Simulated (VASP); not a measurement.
Here is a VASP 6.6.1 calculation.

File POSCAR:

```
Si
1.0
    5.4309400000      0.0000000000      0.0000000000
    0.0000000000     -5.4309400000      0.0000000000
    0.0000000000      0.0000000000     -5.4309400000
Si
8
Direct
    0.5000000000      0.0000000000     -0.0248575753
    0.0000000000      0.5000000000      0.0000000000
    0.0000000000      0.0000000000      0.5000000000
    0.5000000000      0.5000000000      0.5000000000
    0.7500000000      0.7500000000      0.7500000000
    0.2500000000      0.2500000000      0.7500000000
    0.2500000000      0.7500000000      0.2500000000
    0.7500000000      0.2500000000      0.2500000000
```

The input INCAR.step1:

```
SYSTEM = Si
ALGO = Normal ; EDIFF = 1E-4
ENCUT = 520 ; GGA = PE
ISMEAR = 0 ; LASPH = .True.
LCHARG = .False. ; LREAL = .False.
LWAVE = .True. ; NBANDS = 26
NELM = 60 ; PREC = Accurate
SIGMA = 0.05
```

Contents of INCAR.step2:

```
SYSTEM = Si
ALGO = Normal ; EDIFF = 1E-6
ENCUT = 520 ; ISIF = 2
ISMEAR = 0 ; ISTART = 1
LASPH = .True. ; LCHARG = .True.
LELF = .True. ; LMIXTAU = .True.
LREAL = .False. ; LVHAR = .True.
LWAVE = .False. ; METAGGA = R2SCAN
NBANDS = 26 ; NELM = 60
PREC = Accurate ; SIGMA = 0.05
```

Contents of KPOINTS:

```
k-points
0
Gamma
  6 6 6
  0 0 0
```

Potentials or basis: VASP PAW PBE potentials, release 64 (Si).

The run is started by

```console
$ cat potpaw_PBE.64/Si/POTCAR > POTCAR
$ cp INCAR.step1 INCAR
$ mpirun -np 1 vasp_std > vasp.out
$ cp INCAR.step2 INCAR
$ mpirun -np 1 vasp_std > vasp.out
```

Q: Predict the pressure.

A: 0.7 GPa.

Q: What does it give for the band gap on the k mesh?

A: 0.58 eV.

Q: What does it give for the largest force?

A: 1.903 eV/Å.

Stress tensor (GPa, compression positive):
```
0.79 1.33 0.00
1.33 0.79 0.00
0.00 0.00 0.43
```

Caveat: the cell differs from its parent crystal (atom 1 (Si) moved +0.135 Å along Cartesian [0 0 1]); semilocal functionals underestimate gaps, and a narrow one can read as zero; the PAW data sets were made with another functional, which shifts forces and pressure a little. A k mesh can miss the band edges.
